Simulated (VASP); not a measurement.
# Ru (Fm-3m) in VASP: settings compared, part 2 of 2

VASP 6.6.1.

### 5 Single point, r2SCAN

This run uses another cell than the first one, of 13.55 Å³/atom, 1.004 times its volume.

The input, POSCAR:

```
Ru
1.0
    0.0000000000      1.8922456740      1.8922456740
    1.8922456740      0.0000000000      1.8922456740
    1.8922456740      1.8922456740      0.0000000000
Ru
1
Direct
    0.0000000000      0.0000000000      0.0000000000
```

The input, INCAR.step1:

```
SYSTEM = Ru
ALGO     = Normal         ! electronic algorithm
EDIFF    = 1E-4           ! SCF threshold, eV
ENCUT    = 520            ! plane-wave cutoff, eV
GGA      = PE             ! functional
ISMEAR   = 0              ! smearing method
LASPH    = .TRUE.         ! aspherical terms in the spheres
LCHARG   = .FALSE.        ! write CHGCAR
LREAL    = .FALSE.        ! projectors in reciprocal space
LWAVE    = .TRUE.         ! write WAVECAR
NBANDS   = 13             ! bands
NELM     = 60             ! most SCF steps
PREC     = Accurate       ! precision mode
SIGMA    = 0.05           ! smearing width, eV
```

The input, INCAR.step2:

```
SYSTEM = Ru
ALGO     = Normal         ! electronic algorithm
EDIFF    = 1E-6           ! SCF threshold, eV
ENCUT    = 520            ! plane-wave cutoff, eV
ISIF     = 2              ! what is computed and relaxed
ISMEAR   = 0              ! smearing method
ISTART   = 1            
LASPH    = .TRUE.         ! aspherical terms in the spheres
LCHARG   = .FALSE.        ! write CHGCAR
LMIXTAU  = .TRUE.       
LREAL    = .FALSE.        ! projectors in reciprocal space
LWAVE    = .FALSE.        ! write WAVECAR
METAGGA  = R2SCAN         ! meta-GGA
NBANDS   = 13             ! bands
NELM     = 60             ! most SCF steps
PREC     = Accurate       ! precision mode
SIGMA    = 0.05           ! smearing width, eV
```

The input, KPOINTS:

```
k-points
0
G
  18 18 18
  0 0 0
```

Potentials or basis: VASP PAW PBE potentials, release 64 (Ru_pv).

Run with:

```console
$ cat potpaw_PBE.64/Ru_pv/POTCAR > POTCAR
$ cp INCAR.step1 INCAR
$ mpirun -np 1 vasp_std > vasp.out
$ cp INCAR.step2 INCAR
$ mpirun -np 1 vasp_std > vasp.out
```

OUTCAR:

```text
SYSTEM = Ru
   EDIFF = 1E-6
   ENCUT = 520
   ISIF = 2
   ISMEAR = 0
   ISTART = 1
   LASPH = .TRUE.
   LREAL = .FALSE.
   METAGGA = R2SCAN
   NELM = 60
   PREC = Accurate

 ion  position               nearest neighbor table
   1  0.000  0.000  0.000-

  LATTYP: Found a face centered cubic cell.
 ALAT       =     3.7844913480

  Lattice vectors:

 A1 = (   0.0000000000,   1.8922456740,   1.8922456740)
 A2 = (   1.8922456740,   0.0000000000,   1.8922456740)
 A3 = (   1.8922456740,   1.8922456740,   0.0000000000)

Analysis of symmetry for initial positions (statically):
=====================================================================
 Subroutine PRICEL returns:
 Original cell was already a primitive cell.

 Routine SETGRP: Setting up the symmetry group for a
 face centered cubic supercell.

 Subroutine GETGRP returns: Found 48 space group operations
 (whereof 48 operations were pure point group operations)
 out of a pool of 48 trial point group operations.

The static configuration has the point symmetry O_h .

Analysis of symmetry for dynamics (positions and initial velocities):
=====================================================================
 Subroutine PRICEL returns:
 Original cell was already a primitive cell.

 Routine SETGRP: Setting up the symmetry group for a
 face centered cubic supercell.

 Subroutine GETGRP returns: Found 48 space group operations
 (whereof 48 operations were pure point group operations)
 out of a pool of 48 trial point group operations.

The dynamic configuration has the point symmetry O_h .

 Subroutine INISYM returns: Found 48 space group operations
 (whereof 48 operations are pure point group operations),
 and found     1 'primitive' translations

----------------------------------------------------------------------------------------

                                     Primitive cell

[... 109 lines left out ...]
  volume/ion in A,a.u.               =      13.55        91.44
  Fermi-wavevector in a.u.,A,eV,Ry     =   1.654995  3.127487 37.266467  2.739008
  Thomas-Fermi vector in A             =   2.743167
   LORBIT       =      0    0 simple, 1 ext, 2 COOP (PROOUT), +10 PAW based schemes
   METAGGA = R2SCAN    functional components
   LHFCALC =     F    Hartree Fock is set to
   AEXX    =    0.0000 exact exchange contribution
   IVDW    =     0    specifies the selected vdW correction
   LEPSILON=     F    determine dielectric tensor
   LRPA    =     F    only Hartree local field effects (RPA)
 non-spin polarized calculation
 Gauss-broadening in eV      SIGMA  =   0.05
  energy-cutoff  :      520.00
  volume of cell :       13.55
 maximum number of plane-waves:       375
   NGX =  9   NGY =  9   NGZ =  9

 number of electron      14.0000005 magnetization

 Free energy of the ion-electron system (eV)
  ---------------------------------------------------
  ext. energy  EPLUGINS =         0.00000000
  ---------------------------------------------------
  free energy    TOTEN  =       -25.30798552 eV

  energy without entropy =      -25.30673725  energy(sigma->0) =      -25.30736139

 E-fermi :  12.6140     XC(G=0): -15.4154

 val. band max:       12.6075347643   @ k =   0.1111   0.0556   0.0000
 cond. band min:      12.6224155955   @ k =   0.3333   0.2778   0.0000
 fundamental gap:      0.0148808312
 Fermi energy:        12.6140462638

 k-point     1 :       0.0000    0.0000    0.0000
  band No.  band energies     occupation
      1     -31.0938      2.00000
      2     -31.0938      2.00000
      3     -31.0938      2.00000
      4       4.4007      2.00000
      5       9.9835      2.00000
      6       9.9835      2.00000
      7       9.9835      2.00000
      8      12.5326      1.97874
      9      12.5326      1.97874
     10      21.2094      0.00000
     11      28.3906      0.00000
     12      34.5123      0.00000
     13      34.5123      0.00000
[... 354 lines left out ...]
  band No.  band energies     occupation
      1     -31.6585      2.00000
      2     -31.2059      2.00000
      3     -31.1551      2.00000
      4       6.3921      2.00000
      5       9.4890      2.00000
      6      10.4249      2.00000
      7      10.4998      2.00000
      8      12.2610      2.00000
      9      13.1102      0.00000
     10      21.2094      0.00000
     11      28.9674      0.00000
     12      30.9734      0.00000
     13      36.9075      0.00000

 [... further k-points ...]
[... 5 lines left out ...]
  --------------------------------------------------------------------------------------
  -------------------------------------------------------------------------------------
  Total        0.1210897      0.1210897      0.1210897     -0.0000000     -0.0000000      0.0000000
  in kB       14.3171108     14.3171108     14.3171108     -0.0000000     -0.0000000      0.0000000
  external PRESSURE =      14.3171108 kB  Pullay stress =       0.0000000 kB

 VOLUME and BASIS-vectors are now :
 -----------------------------------------------------------------------------
  energy-cutoff  :      520.00
  volume of cell :       13.55
      direct lattice vectors                 reciprocal lattice vectors
     0.000000000  1.892245674  1.892245674    -0.264236302  0.264236302  0.264236302
     1.892245674  0.000000000  1.892245674     0.264236302 -0.264236302  0.264236302
     1.892245674  1.892245674  0.000000000     0.264236302  0.264236302 -0.264236302

 POSITION                                       TOTAL-FORCE (eV/Angst)
 -----------------------------------------------------------------------------------
      0.00000      0.00000      0.00000        -0.000000      0.000000      0.000000
 -----------------------------------------------------------------------------------
    total drift:                                0.000000      0.000000      0.000000

  FREE ENERGIE OF THE ION-ELECTRON SYSTEM (eV)
  ---------------------------------------------------
  free  energy   TOTEN  =       -25.3079855208 eV

  energy  without entropy=      -25.3067372528  energy(sigma->0) =      -25.30736139
```

OUTCAR.step1:

```text
SYSTEM = Ru
   EDIFF = 1E-4
   ENCUT = 520
   GGA = PE
   ISMEAR = 0
   LASPH = .TRUE.
[... 601 lines left out ...]
 -----------------------------------------------------------------------------------
      0.00000      0.00000      0.00000         0.000000      0.000000      0.000000
 -----------------------------------------------------------------------------------
    total drift:                                0.000000      0.000000      0.000000

  FREE ENERGIE OF THE ION-ELECTRON SYSTEM (eV)
  ---------------------------------------------------
  free  energy   TOTEN  =        -9.1183558072 eV

  energy  without entropy=       -9.1170956194  energy(sigma->0) =       -9.11772571
```

OSZICAR.step1:

```text
N       E                     dE             d eps       ncg     rms          rms(c)
DAV:   1     0.105732876528E+03    0.10573E+03   -0.83823E+03  5104   0.115E+03
DAV:   2    -0.853625217678E+01   -0.11427E+03   -0.10993E+03  5495   0.324E+02
DAV:   3    -0.977559840344E+01   -0.12393E+01   -0.12331E+01  5725   0.370E+01
DAV:   4    -0.977915292880E+01   -0.35545E-02   -0.35545E-02  5490   0.213E+00
DAV:   5    -0.977917602287E+01   -0.23094E-04   -0.23095E-04  5764   0.156E-01    0.126E+01
DAV:   6    -0.916466128669E+01    0.61451E+00   -0.97103E-01  5155   0.131E+01    0.344E+00
DAV:   7    -0.912243882521E+01    0.42222E-01   -0.71713E-02  5565   0.334E+00    0.871E-01
DAV:   8    -0.911832102369E+01    0.41178E-02   -0.38799E-03  5160   0.829E-01    0.919E-02
DAV:   9    -0.911835580722E+01   -0.34784E-04   -0.37443E-05  3235   0.850E-02
   1 F= -.91183558E+01 E0= -.91177257E+01  d E =-.126019E-02
```

Run time: 3 min. Hardware: 1 thread of Intel Xeon 8259CL, shared host; peak memory 0.15 GiB.

Results:

- Free energy: -25.3080 eV
- Pressure: 1.4 GPa
- Band gap on the k mesh: zero (band 7 reaches 15.04 eV, above the bottom of band 8 at 11.43 eV)

Caveat: the PAW data sets were made with another functional, which shifts forces and pressure a little.

### 6 Single point, r2SCAN

This run uses another cell than the first one, of 13.79 Å³/atom, 1.022 times its volume.

The input, POSCAR:

```
Ru
1.0
    0.0000000000      1.9033641158      1.9033641158
    1.9033641158      0.0000000000      1.9033641158
    1.9033641158      1.9033641158      0.0000000000
Ru
1
Direct
    0.0000000000      0.0000000000      0.0000000000
```

The input, INCAR.step1:

```
  ALGO = Normal
  EDIFF = 1E-4
  ENCUT = 520
  GGA = PE
  ISMEAR = 0
  LASPH = T
  LCHARG = F
  LREAL = F
  LWAVE = T
  NBANDS = 13
  NELM = 80
  PREC = Accurate
  SIGMA = 0.05
```

The input, INCAR.step2:

```
  ALGO = Normal
  EDIFF = 1E-6
  ENCUT = 520
  ISIF = 2
  ISMEAR = 0
  ISTART = 1
  LASPH = T
  LCHARG = F
  LMIXTAU = T
  LREAL = F
  LWAVE = F
  METAGGA = R2SCAN
  NBANDS = 13
  NELM = 80
  PREC = Accurate
  SIGMA = 0.05
```

The input, KPOINTS:

```
k-points
0
Gamma
  18 18 18
```

Potentials or basis: VASP PAW PBE potentials, release 64 (Ru_pv).

Run with:

```console
$ cat potpaw_PBE.64/Ru_pv/POTCAR > POTCAR
$ cp INCAR.step1 INCAR
$ mpirun -np 1 vasp_std > vasp.out
$ cp INCAR.step2 INCAR
$ mpirun -np 1 vasp_std > vasp.out
```

Wall time 3.1 min (1 thread of Intel Xeon 8259CL, shared host); peak memory 0.15 GiB.

It converged, with:

```
Free energy            : -25.3059 eV
Pressure               : -4.3 GPa
Band gap on the k mesh : zero (band 7 reaches 14.65 eV, above the bottom of band 8 at 11.15 eV)
```

Levels at points of the mesh, in eV from the Fermi level:
```tsv
k point	band 4	band 5	band 6	band 7	band 8	band 9	band 10	band 11
(0.00, 0.00, 0.00)	-8.11	-2.56	-2.56	-2.56	-0.08	-0.08	8.59	15.79
(0.50, 0.00, 0.00)	-6.18	-2.70	-2.70	1.12	1.83	1.83	8.59	10.45
(0.50, 0.50, 0.00)	-6.48	-6.00	1.77	2.35	2.35	3.83	8.59	14.10
```

Caveat: the PAW data sets were made with another functional, which shifts forces and pressure a little.

### 7 The runs side by side

```tsv
level	cell	k mesh	gap on the mesh (eV)	pressure (GPa)
PBE	a = 2.673 Å, angles 60.0°, 1 atom	8 × 8 × 8	none	6.8
PBE	a = 2.692 Å, angles 60.0°, 1 atom	8 × 8 × 8	none	-0.1
r2SCAN	a = 2.658 Å, angles 60.0°, 1 atom	18 × 18 × 18	none	8.8
r2SCAN	a = 2.676 Å, angles 60.0°, 1 atom	18 × 18 × 18	none	1.4
r2SCAN	a = 2.692 Å, angles 60.0°, 1 atom	18 × 18 × 18	none	-4.3
```

Alike in all rows: task single point; potentials or basis VASP PAW PBE potentials, release 64 (Ru_pv); no spin polarisation; cutoff (eV) 520; smearing gaussian 0.05 eV.

Caveats: the PAW data sets were made with another functional, which shifts forces and pressure a little (some runs).

Total energies depend on the potentials used, so only differences within one code and one set of settings carry meaning.
